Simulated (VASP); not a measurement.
Input of a VASP 6.6.1 run:

Contents of INCAR:

```
PREC = Accurate
ENCUT = 520
EDIFF = 1E-7
ISMEAR = -1
SIGMA = 0.03
LREAL = F
LASPH = T
NELM = 80
ALGO = Normal
ISIF = 2
LWAVE = F
LCHARG = F
GGA = PE
NBANDS = 16
```

File KPOINTS:

```
Automatic mesh
0
Gamma
  10 10 10
```

The input POSCAR:

```
InSb
1.0
    0.0000000000      3.2391000000      3.1743180000
    3.2391000000      0.0000000000      3.1743180000
    3.2391000000      3.2391000000      0.0000000000
In Sb
1 1
Direct
    0.0000000000      0.0000000000      0.0000000000
    0.7500000000      0.7500000000      0.7500000000
```

Potentials or basis: VASP PAW PBE potentials, release 64 (In_d, Sb).

Launch:

```sh
$ cat potpaw_PBE.64/In_d/POTCAR potpaw_PBE.64/Sb/POTCAR > POTCAR
$ mpirun -np 1 vasp_std > vasp.out
```

Question: What does it give for the band gap on the k mesh?

Answer: 0.10 eV.

Question: Estimate the pressure.

Answer: 4.2 GPa.

Stress tensor (GPa, compression positive):
```
4.04 0.00 0.00
0.00 4.04 0.00
0.00 0.00 4.52
```

Caveat: the cell differs from its parent crystal (zz strain of -2 %); the cell stands under pressure; semilocal functionals underestimate gaps, and a narrow one can read as zero; spin-orbit coupling is left out, which moves the levels of the heavy elements.
